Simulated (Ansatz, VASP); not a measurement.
# Two plane-wave programs on MgO

```xyz
2
Lattice="0.0000 2.1267 2.1267 2.1267 0.0000 2.1267 2.1267 2.1267 0.0000" Properties=species:S:1:pos:R:3 pbc="T T T"
Mg    2.1267    2.1267    2.1267
O     0.0000    0.0000    0.0000
```

Alike in both runs: task single point; functional HSE06; k mesh 8 × 8 × 8; occupations gaussian, width 0.02 eV; no spin polarisation.

```csv
,VASP,Ansatz
version,VASP 6.6.1,Ansatz 0.2.0
potentials or method,"VASP PAW PBE potentials, release 64 (Mg, O), cutoff 520 eV","scalar-relativistic, plane waves, PAW"
valence electrons in the cell,8,16
```

```tsv
	VASP	Ansatz	Ansatz less VASP
gap on the k mesh at the Fermi level (eV)	6.13	6.17	+0.045
least direct gap on the mesh (eV)	6.13	6.17	+0.045
pressure (GPa)	-6.1	-5.7	+0.37
```

VASP's potentials hold 8 valence electrons a cell and Ansatz's 16, so a difference there can come from the potentials and not from the codes. Ansatz's warnings: stress exchange threshold loose, stress scf threshold loose.
